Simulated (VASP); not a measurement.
Set up this calculation in VASP 6.6.1, as the native input.

```
Task                   : single point
Functional             : LDA
Potentials or basis    : VASP PAW LDA potentials, release 64 (Sn_d, O)
Cutoff                 : 520 eV
k mesh                 : 10 × 10 × 10
Occupations            : gaussian, width 0.05 eV
Spin                   : no spin polarisation
Dipole correction      : no
Further INCAR settings : ALGO = Normal; EDIFF = 1e-07; NBANDS = 35
```

The structure of SnO2 lies in POSCAR:

```
SnO2
1.0
   -2.1200520061      2.1200520061      4.8167581578
    2.1200520061     -2.1200520061      4.8167581578
    2.1200520061      2.1200520061     -4.8167581578
Sn O
2 4
Direct
    0.7500000000      0.2500000000      0.5000000000
    0.0000000000      0.0000000000      0.0000000000
    0.7914534667      0.7914534667      0.0000000000
    0.9585465333      0.4585465333      0.5000000000
    0.2085465333      0.2085465333      0.0000000000
    0.5414534667      0.0414534667      0.5000000000
```

The input as run:

INCAR

```
SYSTEM = SnO2
PREC     = Accurate       ! precision mode
ENCUT    = 520            ! plane-wave cutoff, eV
EDIFF    = 1E-7           ! SCF threshold, eV
ISMEAR   = 0              ! smearing method
SIGMA    = 0.05           ! smearing width, eV
LREAL    = .FALSE.        ! projectors in reciprocal space
LASPH    = .TRUE.         ! aspherical terms in the spheres
NELM     = 60             ! most SCF steps
ALGO     = Normal         ! electronic algorithm
ISIF     = 2              ! what is computed and relaxed
LWAVE    = .FALSE.        ! write WAVECAR
LCHARG   = .FALSE.        ! write CHGCAR
NBANDS   = 35             ! bands
```

KPOINTS

```
regular mesh
0
G
  10 10 10
  0 0 0
```

Potentials or basis: VASP PAW LDA potentials, release 64 (Sn_d, O).

Launch:

```console
$ cat potpaw_LDA.64/Sn_d/POTCAR potpaw_LDA.64/O/POTCAR > POTCAR
$ mpirun -np 1 vasp_std > vasp.out
```

It gave:

```yaml
Pressure: -9.0 GPa
Largest_force: 0.091 eV/Å
Band_gap_on_the_k_mesh: 1.36 eV (least direct gap 1.81 eV)
```

Caveat: the cell stands under tension; spin-orbit coupling is left out, which moves the levels of the heavy elements.

It took 4.8 min on 1 thread of Intel(R) Xeon(R) 6975P-C (Granite Rapids), with other jobs on the host, peak memory 0.37 GiB.
